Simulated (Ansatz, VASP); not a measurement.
## One calculation of NaCl, two programs

Contents of INCAR:

```
PREC = Accurate
ENCUT = 520
EDIFF = 1E-6
ISMEAR = 0
SIGMA = 0.05
LREAL = False
LASPH = True
NELM = 80
ALGO = Normal
ISIF = 2
LWAVE = False
LCHARG = False
GGA = PE
NBANDS = 14
```

The input KPOINTS:

```
Automatic mesh
0
Gamma
  8 8 8
```

File POSCAR:

```
NaCl
1.0
    0.0000000000      2.5229294485      3.5674222402
    2.5229294485      0.0000000000      3.5674222402
    2.5229294485      2.5229294485      0.0000000000
Na Cl
1 1
Direct
    0.0000000000      0.0000000000      0.0000000000
    0.5000000000      0.5000000000      0.5000000000
```

Input for Ansatz:

```yaml
crystal:
  lattice:
    - [0.0, 2.5229294485, 3.5674222402]
    - [2.5229294485, 0.0, 3.5674222402]
    - [2.5229294485, 2.5229294485, 0.0]
  atoms:
    - { symbol: Na, position: [0.0, 0.0, 0.0] }
    - { symbol: Cl, position: [0.5, 0.5, 0.5] }
basis:
  ecutwfc: 420
kpoints:
  mp_grid: { grid: [8, 8, 8] }
hamiltonian:
  xc: pbe
scf:
  occupations: { method: gaussian, width: 0.05 }
output:
  forces: true
  stress: true
  eigenvalues: true
```

Alike in both runs: task single point; functional PBE; k mesh 8 × 8 × 8; occupations gaussian, width 0.05 eV; no spin polarisation.

|  | VASP | Ansatz |
| --- | --- | --- |
| version | VASP 6.6.1 | Ansatz 0.2.0 |
| potentials or method | VASP PAW PBE potentials, release 64 (Na_pv, Cl), cutoff 520 eV | scalar-relativistic, plane waves, PAW |
| valence electrons in the cell | 14 | 16 |

|  | VASP | Ansatz | Ansatz less VASP |
| --- | --- | --- | --- |
| gap on the k mesh at the Fermi level (eV) | 5.08 | 5.09 | +0.006 |
| least direct gap on the mesh (eV) | 5.08 | 5.09 | +0.006 |
| pressure (GPa) | 6.9 | 6.9 | -0.03 |
| traceless stress, the component that is largest in VASP (GPa) | -8.33 | -8.24 | +0.082 |

VASP's potentials hold 14 valence electrons a cell and Ansatz's 16, so a difference there can come from the potentials and not from the codes.
